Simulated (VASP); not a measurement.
The system is AgI.

```
CELL_PARAMETERS angstrom
4.65075 0.00000 0.00000
-2.32537 4.02766 0.00000
0.00000 0.00000 7.59971
ATOMIC_POSITIONS crystal
Ag 0.66667 0.33333 0.62752
Ag 0.33333 0.66667 0.12752
I 0.66667 0.33333 0.00248
I 0.33333 0.66667 0.50248
```

Program: VASP 6.6.1. Alike in all runs: task single point; no spin polarisation; cell as given; k mesh 6 × 6 × 4.

Q: Order these runs on this cell by their band gap on the k mesh, lowest first.
A. level r2SCAN; potentials or basis VASP PAW PBE potentials, release 64 (Ag, I); cutoff (eV) 550; smearing fermi-dirac 0.02 eV
B. level PBE; potentials or basis VASP PAW PBE potentials, release 64 (Ag, I); cutoff (eV) 500; smearing fermi-dirac 0.02 eV
C. level LDA; potentials or basis VASP PAW LDA potentials, release 64 (Ag, I); cutoff (eV) 500; smearing gaussian 0.01 eV

A: C (1.12 eV), B (1.37 eV), A (1.83 eV).

Caveats: spin-orbit coupling is left out, which moves the levels of the heavy elements; the cell stands under tension (at least some runs).
